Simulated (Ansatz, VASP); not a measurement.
Au in VASP and in Ansatz

```xyz
2
Lattice="2.9569 0.0000 0.0000 -1.4784 2.5607 0.0000 0.0000 0.0000 4.9757" Properties=species:S:1:pos:R:3 pbc="T T T"
Au    0.0000    1.7072    3.7318
Au    1.4784    0.8536    1.2439
```

Change from the starting cell: volume scaled by 1.06.

Alike in both runs: task single point; functional PBEsol; k mesh 14 × 14 × 8; occupations fermi-dirac, width 0.03 eV; no spin polarisation.

|  | VASP | Ansatz |
| --- | --- | --- |
| version | VASP 6.6.1 | Ansatz 0.2.0 |
| potentials or method | VASP PAW PBE potentials, release 64 (Au), cutoff 520 eV | all-electron LAPW, scalar-relativistic |

Ansatz gave:

* pressure (GPa): -12.8
* traceless stress, the component that is largest in VASP (GPa): 0.26

Task: Which values does VASP return?

Result: Pressure (GPa): -13.0; traceless stress, the component that is largest in VASP (GPa): 0.25.

VASP's potentials were made for PBE, not for PBEsol. Ansatz ran all-electron here, and VASP with PAW potentials.

Neither program's run includes spin-orbit coupling.
